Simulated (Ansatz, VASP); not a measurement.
## MoS2 in VASP and in Ansatz

```xyz
3
Lattice="1.5815 0.9131 6.1846 -1.5815 0.9131 6.1846 0.0000 -1.8262 6.1846" Properties=species:S:1:pos:R:3 pbc="T T T"
Mo    0.0000    0.0000    0.0000
S     0.0000    0.0000   13.8856
S     0.0000    0.0000   10.8521
```

Change from the starting cell: zz strain of +1 %.

Alike in both runs: task single point; functional LDA; k mesh 15 × 15 × 15; occupations fermi-dirac, width 0.05 eV; no spin polarisation.

|  | VASP | Ansatz |
| --- | --- | --- |
| version | VASP 6.6.1 | Ansatz 0.2.0 |
| potentials or method | VASP PAW LDA potentials, release 64 (Mo_sv, S), cutoff 520 eV | all-electron LAPW, scalar-relativistic |

```tsv
	VASP	Ansatz	Ansatz less VASP
pressure (GPa)	-0.2	-0.2	-0.05
traceless stress, the component that is largest in VASP (GPa)	3.53	3.57	+0.040
rms of the force components (eV/Å)	0.246	0.242	-0.0047
```

LDA's correlation is that of Perdew and Zunger in VASP and of Perdew and Wang (1992) in Ansatz. Atom by atom the forces differ by 0.005 eV/Å (rms over components). Ansatz ran all-electron here, and VASP with PAW potentials.
